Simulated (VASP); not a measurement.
# CoSi2 (Fm-3m) in VASP: further runs

CoSi2 is run at these levels: PBEsol; tasks: single point.

All numbers are computed with VASP 6.6.1; they aren't measurements. Logs are shortened: lines on timing, memory, paths and dates and some standing lists are left out, and cuts for length are marked.

### Step 1. The cell of the first run

It takes space group Fm-3m (No. 225, cubic). Conventional cell: a = 5.356 Å, b = 5.356 Å, c = 5.356 Å, α = 90.00°, β = 90.00°, γ = 90.00°. Co (site symmetry m-3m) has 8 Si at 2.32 Å within 3.1 Å. Within 3.1 Å of Si (site symmetry -43m) lie 4 Co at 2.32 Å and 6 Si at 2.68 Å.

### Step 2. Single point, PBEsol, collinear spin, zero start

The input, INCAR:

```
SYSTEM = CoSi2
PREC = Accurate
ENCUT = 520
EDIFF = 1E-6
ISMEAR = -1
SIGMA = 0.1
LREAL = .False.
LASPH = .True.
NELM = 150
ALGO = Normal
ISIF = 2
LWAVE = .False.
LCHARG = .False.
ISPIN = 2
MAGMOM = 0 0 0
LORBIT = 11
NUPDOWN = 0.0
LMAXMIX = 4
GGA = PS
NBANDS = 20
```

The input, KPOINTS:

```
regular mesh
0
Gamma
  10 10 10
  0 0 0
```

The input, POSCAR:

```
CoSi2
1.0
    0.0000000000      2.6780000000      2.6780000000
    2.6780000000      0.0000000000      2.6780000000
    2.6780000000      2.6780000000      0.0000000000
Co Si
1 2
Direct
    0.0000000000      0.0000000000      0.0000000000
    0.2500000000      0.2500000000      0.2500000000
    0.7500000000      0.7500000000      0.7500000000
```

Potentials or basis: VASP PAW PBE potentials, release 64 (Co, Si).

The run is started by

```bash
$ cat potpaw_PBE.64/Co/POTCAR potpaw_PBE.64/Si/POTCAR > POTCAR
$ mpirun -np 1 vasp_std > vasp.out
```

OUTCAR:

```text
SYSTEM = CoSi2
   PREC = Accurate
   ENCUT = 520
   EDIFF = 1E-6
   ISMEAR = -1
   LREAL = .False.
   LASPH = .True.
   NELM = 150
   ISIF = 2
   ISPIN = 2
   LORBIT = 11
   NUPDOWN = 0.0
   GGA = PS

 ion  position               nearest neighbor table
   1  0.000  0.000  0.000-   3 2.32   2 2.32   3 2.32   2 2.32   3 2.32   3 2.32   2 2.32   2 2.32

   2  0.250  0.250  0.250-   1 2.32   1 2.32   1 2.32   1 2.32   3 2.68   3 2.68   3 2.68   3 2.68
                             3 2.68   3 2.68
   3  0.750  0.750  0.750-   1 2.32   1 2.32   1 2.32   1 2.32   2 2.68   2 2.68   2 2.68   2 2.68
                             2 2.68   2 2.68

  LATTYP: Found a face centered cubic cell.
 ALAT       =     5.3560000000

  Lattice vectors:

 A1 = (   0.0000000000,   2.6780000000,   2.6780000000)
 A2 = (   2.6780000000,   0.0000000000,   2.6780000000)
 A3 = (   2.6780000000,   2.6780000000,   0.0000000000)

Analysis of symmetry for initial positions (statically):
=====================================================================
 Subroutine PRICEL returns:
 Original cell was already a primitive cell.

 Routine SETGRP: Setting up the symmetry group for a
 face centered cubic supercell.

 Subroutine GETGRP returns: Found 48 space group operations
 (whereof 48 operations were pure point group operations)
 out of a pool of 48 trial point group operations.

The static configuration has the point symmetry O_h .

Analysis of symmetry for dynamics (positions and initial velocities):
=====================================================================
 Subroutine PRICEL returns:
 Original cell was already a primitive cell.

 Routine SETGRP: Setting up the symmetry group for a
 face centered cubic supercell.

 Subroutine GETGRP returns: Found 48 space group operations
 (whereof 48 operations were pure point group operations)
 out of a pool of 48 trial point group operations.

The dynamic configuration has the point symmetry O_h .

Analysis of structural, dynamic, and magnetic symmetry:
=====================================================================
 Subroutine PRICEL returns:
 Original cell was already a primitive cell.

 Routine SETGRP: Setting up the symmetry group for a
 face centered cubic supercell.

 Subroutine GETGRP returns: Found 48 space group operations
 (whereof 48 operations were pure point group operations)
 out of a pool of 48 trial point group operations.

The overall configuration has the point symmetry O_h .

 Subroutine INISYM returns: Found 48 space group operations
 (whereof 48 operations are pure point group operations),
 and found     1 'primitive' translations

----------------------------------------------------------------------------------------

                                     Primitive cell

  volume of cell :      38.4115

  direct lattice vectors                    reciprocal lattice vectors
     0.000000000  2.678000000  2.678000000    -0.186706497  0.186706497  0.186706497
     2.678000000  0.000000000  2.678000000     0.186706497 -0.186706497  0.186706497
     2.678000000  2.678000000  0.000000000     0.186706497  0.186706497 -0.186706497

  length of vectors
     3.787263920  3.787263920  3.787263920     0.323385140  0.323385140  0.323385140

  position of ions in fractional coordinates (direct lattice)
     0.000000000  0.000000000  0.000000000
     0.250000000  0.250000000  0.250000000
     0.750000000  0.750000000  0.750000000

  ion indices of the primitive-cell ions
   primitive index   ion index
                 1           1
                 2           2
                 3           3

----------------------------------------------------------------------------------------

 KPOINTS: regular mesh

Automatic generation of k-mesh.
 Grid dimensions read from file:
 generate k-points for:   10   10   10

 Generating k-lattice:

  Cartesian coordinates                     Fractional coordinates (reciprocal lattice)
    -0.018670650  0.018670650  0.018670650     0.100000000  0.000000000  0.000000000
     0.018670650 -0.018670650  0.018670650     0.000000000  0.100000000  0.000000000
     0.018670650  0.018670650 -0.018670650     0.000000000  0.000000000  0.100000000

  Length of vectors
     0.032338514  0.032338514  0.032338514

  Shift w.r.t. Gamma in fractional coordinates (k-lattice)
     0.000000000  0.000000000  0.000000000

 Subroutine IBZKPT returns following result:
 ===========================================

 Found     47 irreducible k-points:

 Following reciprocal coordinates:
            Coordinates               Weight
  0.000000  0.000000  0.000000      1.000000
  0.100000  0.000000  0.000000      8.000000
  0.200000  0.000000  0.000000      8.000000
  0.300000  0.000000  0.000000      8.000000
  0.400000  0.000000  0.000000      8.000000
  0.500000  0.000000  0.000000      4.000000
[... 16 lines left out ...]
  0.300000  0.300000  0.000000      6.000000
  0.400000  0.300000  0.000000     24.000000
 [... further k-points ...]
   k-points           NKPTS =     47   k-points in BZ     NKDIM =     47   number of bands    NBANDS=     20
   number of dos      NEDOS =    301   number of ions     NIONS =      3
   total plane-waves  NPLWV =  21952
   dimension x,y,z NGX =    28 NGY =   28 NGZ =   28
   dimension x,y,z NGXF=    56 NGYF=   56 NGZF=   56
   ions per type =               1   2
   NGX,Y,Z   is equivalent  to a cutoff of  12.29, 12.29, 12.29 a.u.
   NGXF,Y,Z  is equivalent  to a cutoff of  24.58, 24.58, 24.58 a.u.
 SYSTEM =  CoSi2
   PREC   = accura    normal or accurate (medium, high low for compatibility)
   ISTART =      0    job   : 0-new  1-cont  2-samecut
   ICHARG =      2    charge: 1-file 2-atom 10-const
   ISPIN  =      2    spin polarized calculation?
   LNONCOLLINEAR =      F non collinear calculations
   LSORBIT =      F    spin-orbit coupling
   LASPH  =      T    aspherical Exc in radial PAW
   ENCUT  =  520.0 eV  38.22 Ry    6.18 a.u.   7.04  7.04  7.04*2*pi/ulx,y,z
   NELM   =    150;   NELMIN=  2; NELMDL= -5     # of ELM steps
   EDIFF  = 0.1E-05   stopping-criterion for ELM
   LREAL  =      F    real-space projection
   EDIFFG = 0.1E-04   stopping-criterion for IOM
   NSW    =      0    number of steps for IOM
   IBRION =     -1    ionic relax: 0-MD 1-quasi-New 2-CG
   NFREE  =      0    steps in history (QN), initial steepest desc. (CG)
   ISIF   =      2    stress and relaxation
   ISYM   =      2    0-nonsym 1-usesym 2-fastsym
   POTIM  = 0.5000    time-step for ionic-motion
   TEBEG  =    0.0;   TEEND  =   0.0 temperature during run
   PSTRESS=    0.0 pullay stress
   NELECT =      17.0000    total number of electrons
   NUPDOWN=       0.0000    fix difference up-down
   EMIN   =  10.00;   EMAX   =-10.00  energy-range for DOS
   EFERMI =   0.00;   METHOD = LEGACY
   ISMEAR =    -1;   SIGMA  =   0.10  broadening in eV -4-tet -1-fermi 0-gaus
   EFERMI_NEDOS =   21; number of points for ismear=-14 and -15
   IALGO  =     38    algorithm
   IMIX   =      4    mixing-type and parameters
     AMIX     =   0.40;   BMIX     =  1.00
     AMIX_MAG =   1.60;   BMIX_MAG =  1.00
  volume/ion in A,a.u.               =      12.80        86.40
  Fermi-wavevector in a.u.,A,eV,Ry     =   1.247586  2.357596 21.177078  1.556471
  Thomas-Fermi vector in A             =   2.381712
   LORBIT       =     11    0 simple, 1 ext, 2 COOP (PROOUT), +10 PAW based schemes
   GGA     = PS    functional components
   LHFCALC =     F    Hartree Fock is set to
   AEXX    =    0.0000 exact exchange contribution
   IVDW    =     0    specifies the selected vdW correction
   LEPSILON=     F    determine dielectric tensor
   LRPA    =     F    only Hartree local field effects (RPA)
 spin polarized calculation
  energy-cutoff  :      520.00
  volume of cell :       38.41
 maximum number of plane-waves:      1056
   NGX = 15   NGY = 15   NGZ = 15

 number of electron      16.9999995 magnetization       0.0000000

 number of electron      16.9999995 magnetization      -0.0000000

 Free energy of the ion-electron system (eV)
  ---------------------------------------------------
  ext. energy  EPLUGINS =         0.00000000
  ---------------------------------------------------
  free energy    TOTEN  =       -20.98600359 eV

  energy without entropy =      -20.95061097  energy(sigma->0) =      -20.96830728

 E-fermi :  10.0085     XC(G=0): -11.8556

 val. band max:        9.9416069876   @ k =   0.4000   0.0000   0.0000
 cond. band min:      10.0193266203   @ k =  -0.2000   0.3000   0.1000
 fundamental gap:      0.0777196326
 Fermi energy:        10.0084804028

 spin component 1

 k-point     1 :       0.0000    0.0000    0.0000
  band No.  band energies     occupation
      1      -3.1220      1.00000
      2       5.9141      1.00000
      3       5.9141      1.00000
      4       5.9141      1.00000
      5       8.0897      1.00000
      6       8.0897      1.00000
[... 12 lines left out ...]
     19      20.3388      0.00000
[... 513 lines left out ...]
      4       6.1597      1.00000
      5       6.1870      1.00000
      6       8.2335      1.00000
[... 12 lines left out ...]
     19      24.1439      0.00000
     20      24.5313      0.00000

 [... further k-points ...]

 spin component 2

 k-point     1 :       0.0000    0.0000    0.0000
  band No.  band energies     occupation
      1      -3.1220      1.00000
      2       5.9141      1.00000
      3       5.9141      1.00000
      4       5.9141      1.00000
      5       8.0897      1.00000
      6       8.0897      1.00000
[... 12 lines left out ...]
     19      20.3389      0.00000
[... 513 lines left out ...]
      4       6.1597      1.00000
      5       6.1870      1.00000
      6       8.2335      1.00000
[... 12 lines left out ...]
     19      24.1439      0.00000
     20      24.5313      0.00000

 [... further k-points ...]

------------------------ aborting loop because EDIFF is reached ----------------------------------------

  FORCE on cell =-STRESS in cart. coord.  units (eV):
  Direction    XX          YY          ZZ          XY          YZ          ZX
  --------------------------------------------------------------------------------------
  -------------------------------------------------------------------------------------
  Total       -1.0535220     -1.0535220     -1.0535220      0.0000000      0.0000000      0.0000000
  in kB      -43.9432819    -43.9432819    -43.9432819      0.0000000      0.0000000      0.0000000
  external PRESSURE =     -43.9432819 kB  Pullay stress =       0.0000000 kB

 VOLUME and BASIS-vectors are now :
 -----------------------------------------------------------------------------
  energy-cutoff  :      520.00
  volume of cell :       38.41
      direct lattice vectors                 reciprocal lattice vectors
     0.000000000  2.678000000  2.678000000    -0.186706497  0.186706497  0.186706497
     2.678000000  0.000000000  2.678000000     0.186706497 -0.186706497  0.186706497
     2.678000000  2.678000000  0.000000000     0.186706497  0.186706497 -0.186706497

 POSITION                                       TOTAL-FORCE (eV/Angst)
 -----------------------------------------------------------------------------------
      0.00000      0.00000      0.00000        -0.000000      0.000000     -0.000000
      1.33900      1.33900      1.33900        -0.000000     -0.000000     -0.000000
      4.01700      4.01700      4.01700         0.000000      0.000000      0.000000
 -----------------------------------------------------------------------------------
    total drift:                               -0.000000     -0.000000      0.000000

  FREE ENERGIE OF THE ION-ELECTRON SYSTEM (eV)
  ---------------------------------------------------
  free  energy   TOTEN  =       -20.9860035864 eV

  energy  without entropy=      -20.9506109675  energy(sigma->0) =      -20.96830728

 total charge

# of ion       s       p       d       tot
------------------------------------------
    1        0.542   0.723   7.600   8.865
    2        0.717   0.871   0.000   1.588
    3        0.717   0.871   0.000   1.588
--------------------------------------------------
tot          1.976   2.465   7.600  12.041

 magnetization (x)

# of ion       s       p       d       tot
------------------------------------------
    1       -0.000   0.000   0.000   0.000
    2        0.000  -0.000   0.000  -0.000
    3        0.000  -0.000   0.000  -0.000
--------------------------------------------------
tot          0.000  -0.000   0.000   0.000
```

It took 27 s on 1 thread of Intel Xeon 6975P-C (Granite Rapids), shared host; peak memory 0.2 GiB.

What came out:

| Quantity | Value |
| --- | --- |
| Free energy | -20.9860 eV |
| Pressure | -4.4 GPa |
| Net moment | 0.00 μB per cell |
| Valence electrons inside the program's atomic spheres | Co 8.87; Si 1.59 |

Caveat: the PAW data sets were made with another functional, which shifts forces and pressure a little; the total moment is fixed, so each spin has its own Fermi level.

### Step 3. Single point, PBEsol, collinear spin, ferromagnetic start

Edit INCAR of step 2 so:

```diff
@@ -14,5 +14,5 @@
 ISPIN = 2
-MAGMOM = 0 0 0
+MAGMOM = 0.36 0.06 0.06
 LORBIT = 11
-NUPDOWN = 0.0
+NUPDOWN = 0.6
 LMAXMIX = 4
```

KPOINTS is that of step 2.

POSCAR is that of step 2.

Potentials or basis: VASP PAW PBE potentials, release 64 (Co, Si).

The run is started by

```bash
$ cat potpaw_PBE.64/Co/POTCAR potpaw_PBE.64/Si/POTCAR > POTCAR
$ mpirun -np 1 vasp_std > vasp.out
```

It took 29 s on 1 thread of Intel Xeon 6975P-C (Granite Rapids), shared host; peak memory 0.2 GiB.

The run converged. Its results:

| Quantity | Value |
| --- | --- |
| Free energy | -20.8415 eV |
| Pressure | -3.3 GPa |
| Net moment | 0.60 μB per cell |
| Site moments | Co +0.37; Si +0.04 μB |
| Valence electrons inside the program's atomic spheres | Co 8.86; Si 1.59 |

Caveat: the PAW data sets were made with another functional, which shifts forces and pressure a little; the total moment is fixed, so each spin has its own Fermi level.
